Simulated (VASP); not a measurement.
Runs of VASP 6.6.1 on PbS (Galena). The structure is that of space group Fm-3m (No. 225), or close to it. The cells are those of the table. 

```tsv
cell	gap on the mesh (eV)	pressure (GPa)
a = 4.138 Å, angles 60.0°, 2 atoms	0.05	(b)
a = 4.194 Å, angles 60.0°, 2 atoms	0.21	-2.6
a = 4.356 Å, angles 60.0°, 2 atoms	0.55	-7.3
a = 4.019 Å, angles 60.0°, 2 atoms	0.33	(c)
a = 4.249 Å, angles 60.0°, 2 atoms	(a)	-4.5
```

Alike in all rows: task single point; level LDA; potentials or basis VASP PAW LDA potentials, release 64 (Pb_d, S); no spin polarisation; k mesh 6 × 6 × 6; cutoff (eV) 500; smearing gaussian 0.01 eV.

**Question.** Estimate the missing entries.

**Answer.** (a) 0.34; (b) -0.2; (c) 6.0.

Caveats: spin-orbit coupling is left out, which moves the levels of the heavy elements.

A k mesh can miss the band edges, and the runs leave out spin-orbit coupling on Pb.
